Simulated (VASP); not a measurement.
Set up this calculation in VASP 6.6.1, as the native input.

* Task: single point
* Functional: LDA
* Potentials or basis: VASP PAW LDA potentials, release 64 (Hf_pv, C)
* Cutoff: 520 eV
* k mesh: 10 × 10 × 10
* Occupations: fermi-dirac, width 0.05 eV
* Spin: no spin polarisation
* Hubbard terms: Hf d U = 8.0 eV
* Dipole correction: no
* Further INCAR settings: ALGO = Normal; EDIFF = 1e-06; NBANDS = 14

The structure of HfC lies in POSCAR:

```
HfC
1.0
    0.0000000000      2.3390503956      2.3390503956
    2.3390503956      0.0000000000      2.3390503956
    2.3390503956      2.3390503956      0.0000000000
Hf C
1 1
Direct
    0.5000000000      0.5000000000      0.5000000000
    0.0000000000      0.0000000000      0.0000000000
```

One way to write it, as run:

INCAR

```
  ALGO = Normal
  EDIFF = 1E-6
  ENCUT = 520
  GGA = CA
  ISIF = 2
  ISMEAR = -1
  LASPH = T
  LCHARG = F
  LDAU = T
  LDAUJ = 0 0
  LDAUL = 2 -1
  LDAUPRINT = 1
  LDAUTYPE = 2
  LDAUU = 8 0
  LMAXMIX = 4
  LREAL = F
  LWAVE = F
  NBANDS = 14
  NELM = 150
  PREC = Accurate
  SIGMA = 0.05
```

KPOINTS

```
k-points
0
Gamma
  10 10 10
```

Potentials or basis: VASP PAW LDA potentials, release 64 (Hf_pv, C).

Command:

```console
$ cat potpaw_LDA.64/Hf_pv/POTCAR potpaw_LDA.64/C/POTCAR > POTCAR
$ mpirun -np 1 vasp_std > vasp.out
```

Results of the run:

| Property | Result |
| --- | --- |
| Pressure | 12.7 GPa |
| Band gap on the k mesh | zero (band 7 reaches 7.42 eV, above the bottom of band 8 at 6.15 eV) |

Caveat: spin-orbit coupling is left out, which moves the levels of the heavy elements; U without spin polarisation on a metal has little footing; the U is typed as a test and isn't derived for this compound.

It took 17 s on 1 thread of Intel(R) Xeon(R) Platinum 8259CL CPU @ 2.50GHz (Skylake/Cascade Lake), with other jobs on the host, peak memory 0.15 GiB.
